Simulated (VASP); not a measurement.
Set up this calculation in VASP 6.6.1, as the native input.

* Task: single point
* Functional: PBEsol
* Potentials or basis: VASP PAW PBE potentials, release 64 (W_sv, Se)
* Cutoff: 520 eV
* k mesh: 12 × 12 × 2
* Occupations: gaussian, width 0.02 eV
* Spin: no spin polarisation
* Dipole correction: no
* Further INCAR settings: ALGO = Normal; EDIFF = 1e-06; NBANDS = 20

The structure of WSe2 lies in POSCAR:

```
WSe2
1.0
    3.2702526708      0.0000000000      0.0000000000
   -1.6351263354      2.8321218897      0.0000000000
    0.0000000000      0.0000000000     15.6615438692
W Se
1 2
Direct
    0.0000000000      0.0000000000      0.0000000000
    0.3333333333      0.6666666667      0.1068205817
    0.3333333333      0.6666666667      0.8931794183
```

This cell differs from its parent crystal: strain along c alone, the other axes held: -6.0 %, then relaxed in part.

The input as run:

INCAR

```
PREC = Accurate
ENCUT = 520
EDIFF = 1E-6
ISMEAR = 0
SIGMA = 0.02
LREAL = False
LASPH = True
NELM = 80
ALGO = Normal
ISIF = 2
LWAVE = False
LCHARG = False
GGA = PS
NBANDS = 20
```

KPOINTS

```
Automatic mesh
0
Gamma
  12 12 2
```

Potentials or basis: VASP PAW PBE potentials, release 64 (W_sv, Se).

Run with:

```console
$ cat potpaw_PBE.64/W_sv/POTCAR potpaw_PBE.64/Se/POTCAR > POTCAR
$ mpirun -np 1 vasp_std > vasp.out
```

Results of the run:

```yaml
Largest_force: 0.057 eV/Å
Band_gap_on_the_k_mesh: 1.69 eV
```

Caveat: the cell differs from its parent crystal (strain along c alone, the other axes held: -6.0 %, then relaxed in part); the PAW data sets were made with another functional, which shifts forces and pressure a little; spin-orbit coupling is left out, which moves the levels of the heavy elements.

Wall time 52 s on 1 thread of Intel(R) Xeon(R) 6975P-C (Granite Rapids), with other jobs on the host, peak memory 0.31 GiB.
